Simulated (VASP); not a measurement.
# Sn (Fddd) in VASP: single point with PBEsol

Aim: the single point of Sn with PBEsol.

Everything below comes from runs of VASP 6.6.1. Logs are shortened: lines on timing, memory, paths and dates and some standing lists are left out, and cuts for length are marked.

## Step 1: The cell of the first run

It takes space group Fddd (No. 70, orthorhombic). Conventional cell: a = 6.426 Å, b = 6.491 Å, c = 6.556 Å, α = 90.00°, β = 90.00°, γ = 90.00°. Sn (site symmetry 222) has 4 Sn at 2.81 Å within 3.7 Å.

## Step 2: Single point, PBEsol (strain +0.0100 x Voigt [1, -1, 0, 0, 0, 0])

The input, INCAR:

```
  PREC = Accurate
  ENCUT = 520
  EDIFF = 1E-6
  ISMEAR = 0
  SIGMA = 0.15
  LREAL = False
  LASPH = True
  NELM = 100
  ALGO = Fast
  ISIF = 2
  LWAVE = False
  LCHARG = True
  GGA = PS
  LELF = True
  LVHAR = True
  NBANDS = 21
```

The input, KPOINTS:

```
Automatic mesh
0
Gamma
  12 12 12
```

The input, POSCAR:

```
Sn
1.0
    0.0000000000      3.2131440000      3.2456000000
    3.2780560000      0.0000000000      3.2456000000
    3.2780560000      3.2131440000      0.0000000000
Sn
2
Direct
    0.5000000000      0.5000000000      0.5000000000
    0.7500000000      0.7500000000      0.7500000000
```

Potentials or basis: VASP PAW PBE potentials, release 64 (Sn_d).

Run with:

```
cat potpaw_PBE.64/Sn_d/POTCAR > POTCAR
mpirun -np 1 vasp_std > vasp.out
```

OUTCAR:

```text
PREC = Accurate
   ENCUT = 520
   EDIFF = 1E-6
   ISMEAR = 0
   LREAL = False
   LASPH = True
   NELM = 100
   ISIF = 2
   GGA = PS

 ion  position               nearest neighbor table
   1  0.500  0.500  0.500-   2 2.81   2 2.81   2 2.81   2 2.81
   2  0.750  0.750  0.750-   1 2.81   1 2.81   1 2.81   1 2.81

  LATTYP: Found a face centered orthorhombic cell.
 ALAT       =     6.4262880000
 B/A-ratio  =     1.0101010101
 C/A-ratio  =     1.0202020202

  Lattice vectors:

 A1 = (  -3.2780560000,   0.0000000000,  -3.2456000000)
 A2 = (  -3.2780560000,   3.2131440000,   0.0000000000)
 A3 = (   0.0000000000,   3.2131440000,  -3.2456000000)

Analysis of symmetry for initial positions (statically):
=====================================================================
 Subroutine PRICEL returns:
 Original cell was already a primitive cell.

 Routine SETGRP: Setting up the symmetry group for a
 face centered orthorhombic supercell.

 Subroutine GETGRP returns: Found  8 space group operations
 (whereof  4 operations were pure point group operations)
 out of a pool of  8 trial point group operations.

The static configuration has the point symmetry D_2 .
 The point group associated with its full space group is D_2h.

Analysis of symmetry for dynamics (positions and initial velocities):
=====================================================================
 Subroutine PRICEL returns:
 Original cell was already a primitive cell.

 Routine SETGRP: Setting up the symmetry group for a
 face centered orthorhombic supercell.

 Subroutine GETGRP returns: Found  8 space group operations
 (whereof  4 operations were pure point group operations)
 out of a pool of  8 trial point group operations.

The dynamic configuration has the point symmetry D_2 .
 The point group associated with its full space group is D_2h.

 Subroutine INISYM returns: Found  8 space group operations
 (whereof  4 operations are pure point group operations),
 and found     1 'primitive' translations

----------------------------------------------------------------------------------------

                                     Primitive cell

  volume of cell :      68.3709

  direct lattice vectors                    reciprocal lattice vectors
     0.000000000  3.213144000  3.245600000    -0.152529426  0.155610829  0.154054720
     3.278056000  0.000000000  3.245600000     0.152529426 -0.155610829  0.154054720
[... 83 lines left out ...]
   ENCUT  =  520.0 eV  38.22 Ry    6.18 a.u.   8.49  8.58  8.53*2*pi/ulx,y,z
   NELM   =    100;   NELMIN=  2; NELMDL= -5     # of ELM steps
   EDIFF  = 0.1E-05   stopping-criterion for ELM
   LREAL  =      F    real-space projection
   EDIFFG = 0.1E-04   stopping-criterion for IOM
   NSW    =      0    number of steps for IOM
   IBRION =     -1    ionic relax: 0-MD 1-quasi-New 2-CG
   NFREE  =      0    steps in history (QN), initial steepest desc. (CG)
   ISIF   =      2    stress and relaxation
   ISYM   =      2    0-nonsym 1-usesym 2-fastsym
   POTIM  = 0.5000    time-step for ionic-motion
   TEBEG  =    0.0;   TEEND  =   0.0 temperature during run
   PSTRESS=    0.0 pullay stress
   NELECT =      28.0000    total number of electrons
   NUPDOWN=      -1.0000    fix difference up-down
   EMIN   =  10.00;   EMAX   =-10.00  energy-range for DOS
   EFERMI =   0.00;   METHOD = LEGACY
   ISMEAR =     0;   SIGMA  =   0.15  broadening in eV -4-tet -1-fermi 0-gaus
   EFERMI_NEDOS =   21; number of points for ismear=-14 and -15
   IALGO  =     68    algorithm
   IMIX   =      4    mixing-type and parameters
     AMIX     =   0.40;   BMIX     =  1.00
     AMIX_MAG =   1.60;   BMIX_MAG =  1.00
  volume/ion in A,a.u.               =      34.19       230.69
  Fermi-wavevector in a.u.,A,eV,Ry     =   1.215730  2.297396 20.109390  1.477998
  Thomas-Fermi vector in A             =   2.351107
   LORBIT       =      0    0 simple, 1 ext, 2 COOP (PROOUT), +10 PAW based schemes
   GGA     = PS    functional components
   LHFCALC =     F    Hartree Fock is set to
   AEXX    =    0.0000 exact exchange contribution
   IVDW    =     0    specifies the selected vdW correction
   LEPSILON=     F    determine dielectric tensor
   LRPA    =     F    only Hartree local field effects (RPA)
 non-spin polarized calculation
 RMM-DIIS sequential band-by-band and
 Gauss-broadening in eV      SIGMA  =   0.15
  energy-cutoff  :      520.00
  volume of cell :       68.37
 maximum number of plane-waves:      1863
 NGX is ok and might be reduce to    36
   NGX = 17   NGY = 17   NGZ = 17

 number of electron      27.9999998 magnetization

 Free energy of the ion-electron system (eV)
  ---------------------------------------------------
  ext. energy  EPLUGINS =         0.00000000
  ---------------------------------------------------
  free energy    TOTEN  =        -8.46045843 eV

  energy without entropy =       -8.45843145  energy(sigma->0) =       -8.45944494

 E-fermi :   5.4870     XC(G=0):  -9.0637

 val. band max:        5.4641688636   @ k =   0.0833   0.0000   0.0000
 cond. band min:       5.5002022435   @ k =   0.0000   0.0000   0.0000
 fundamental gap:      0.0360333799
 Fermi energy:         5.4870347050

 k-point     1 :       0.0000    0.0000    0.0000
  band No.  band energies     occupation
      1     -16.1209      2.00000
      2     -16.1168      2.00000
      3     -16.1129      2.00000
      4     -16.0578      2.00000
      5     -16.0551      2.00000
      6     -15.7515      2.00000
[... 565 lines left out ...]
     20      13.3039      0.00000
     21      13.4557      0.00000

 [... further k-points ...]

------------------------ aborting loop because EDIFF is reached ----------------------------------------

  FORCE on cell =-STRESS in cart. coord.  units (eV):
  Direction    XX          YY          ZZ          XY          YZ          ZX
  --------------------------------------------------------------------------------------
  -------------------------------------------------------------------------------------
  Total        0.2704554      0.5274489      0.4044041      0.0000000      0.0000000      0.0000000
  in kB        6.3377436     12.3600263      9.4766442      0.0000000      0.0000000      0.0000000
  external PRESSURE =       9.3914714 kB  Pullay stress =       0.0000000 kB

 VOLUME and BASIS-vectors are now :
 -----------------------------------------------------------------------------
  energy-cutoff  :      520.00
  volume of cell :       68.37
      direct lattice vectors                 reciprocal lattice vectors
     0.000000000  3.213144000  3.245600000    -0.152529426  0.155610829  0.154054720
     3.278056000  0.000000000  3.245600000     0.152529426 -0.155610829  0.154054720
     3.278056000  3.213144000  0.000000000     0.152529426  0.155610829 -0.154054720

 POSITION                                       TOTAL-FORCE (eV/Angst)
 -----------------------------------------------------------------------------------
      3.27806      3.21314      3.24560        -0.000000     -0.000000      0.000000
      4.91708      4.81972      4.86840         0.000000      0.000000      0.000000
 -----------------------------------------------------------------------------------
    total drift:                                0.000000      0.000000      0.000000

  FREE ENERGIE OF THE ION-ELECTRON SYSTEM (eV)
  ---------------------------------------------------
  free  energy   TOTEN  =        -8.4604584326 eV

  energy  without entropy=       -8.4584314497  energy(sigma->0) =       -8.45944494
```

OSZICAR:

```text
N       E                     dE             d eps       ncg     rms          rms(c)
DAV:   1     0.229918229127E+03    0.22992E+03   -0.14815E+04 11925   0.194E+03
DAV:   2     0.169592819714E+02   -0.21296E+03   -0.20829E+03 11815   0.451E+02
DAV:   3    -0.774234850060E+01   -0.24702E+02   -0.24570E+02 13880   0.141E+02
DAV:   4    -0.853828708085E+01   -0.79594E+00   -0.79567E+00 13415   0.287E+01
DAV:   5    -0.856543902207E+01   -0.27152E-01   -0.27151E-01 17093   0.516E+00    0.327E+00
RMM:   6    -0.849325331733E+01    0.72186E-01   -0.34468E-02 14525   0.227E+00    0.190E+00
RMM:   7    -0.845852608139E+01    0.34727E-01   -0.60355E-02 14504   0.260E+00    0.160E-01
RMM:   8    -0.845992685403E+01   -0.14008E-02   -0.11276E-02 15342   0.947E-01    0.655E-02
RMM:   9    -0.846041988215E+01   -0.49303E-03   -0.34158E-03 18497   0.506E-01    0.384E-02
RMM:  10    -0.846044305496E+01   -0.23173E-04   -0.30317E-04 15416   0.196E-01    0.115E-02
RMM:  11    -0.846045847157E+01   -0.15417E-04   -0.15543E-04 19748   0.982E-02    0.102E-02
RMM:  12    -0.846045853975E+01   -0.68183E-07   -0.10545E-05 15746   0.305E-02    0.227E-03
RMM:  13    -0.846045843256E+01    0.10719E-06   -0.31729E-06 10491   0.162E-02
   1 F= -.84604584E+01 E0= -.84594449E+01  d E =-.202698E-02
```

Run time: 3.9 min. Hardware: 1 thread of Intel Xeon 6975P-C (Granite Rapids), shared host; peak memory 0.43 GiB.

Results:

```
Free energy            : -8.4605 eV
Pressure               : 0.9 GPa
Band gap on the k mesh : zero (bands 14 and 15 overlap by 0.15 eV)
```

Levels at points of the mesh, in eV from the Fermi level:
```
           k point  band 11  band 12  band 13  band 14  band 15  band 16  band 17  band 18
(0.00, 0.00, 0.00)   -10.63    -0.71     0.01     0.08     0.15     2.11     2.15     2.19
(0.50, 0.00, 0.00)    -9.01    -6.32    -1.19    -1.06    -0.07     3.17     3.25     5.52
(0.50, 0.50, 0.00)    -7.54    -7.54    -2.47    -2.47     0.75     0.75     7.68     7.68
(0.50, 0.00, 0.50)    -7.50    -7.50    -2.53    -2.53     0.69     0.69     7.71     7.71
(0.00, 0.50, 0.50)    -7.57    -7.57    -2.42    -2.42     0.82     0.82     7.68     7.68
```

Caveat: the cell differs from its parent crystal (strain +0.0100 x Voigt [1, -1, 0, 0, 0, 0]); the PAW data sets were made with another functional, which shifts forces and pressure a little; spin-orbit coupling is left out, which moves the levels of the heavy elements.

The gap in the log of VASP goes by the Fermi energy; the results here count the filled bands.